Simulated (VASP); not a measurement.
Runs of VASP 6.6.1 on MgS. The structure is that of space group P6_3mc (No. 186), or close to it. The cells are those of the table. 

| cell | gap on the mesh (eV) | pressure (GPa) | largest force (eV/Å) |
| --- | --- | --- | --- |
| a = 4.035, b = 4.035, c = 6.432 Å, angles 90.0, 90.0, 120.0°, 4 atoms | 4.10 | -0.3 | 0.06 |
| a = 4.008, b = 4.008, c = 6.389 Å, angles 90.0, 90.0, 120.0°, 4 atoms | 4.21 | 1.0 | 0.05 |
| a = 4.114, b = 4.114, c = 6.558 Å, angles 90.0, 90.0, 120.0°, 4 atoms | 3.80 | (a) | 0.06 |
| a = 3.952, b = 3.952, c = 6.301 Å, angles 90.0, 90.0, 120.0°, 4 atoms | 4.44 | (b) | 0.05 |

Alike in all rows: potentials or basis VASP PAW PBE potentials, release 64 (S, Mg); no spin polarisation; cutoff (eV) 520.

**Question.** Estimate the missing entries.

**Answer.** (a) -3.4; (b) 3.9.

Caveats: the PAW data sets were made with another functional, which shifts forces and pressure a little; the cell stands under tension (at least some runs); the cell stands under pressure (at least some runs).

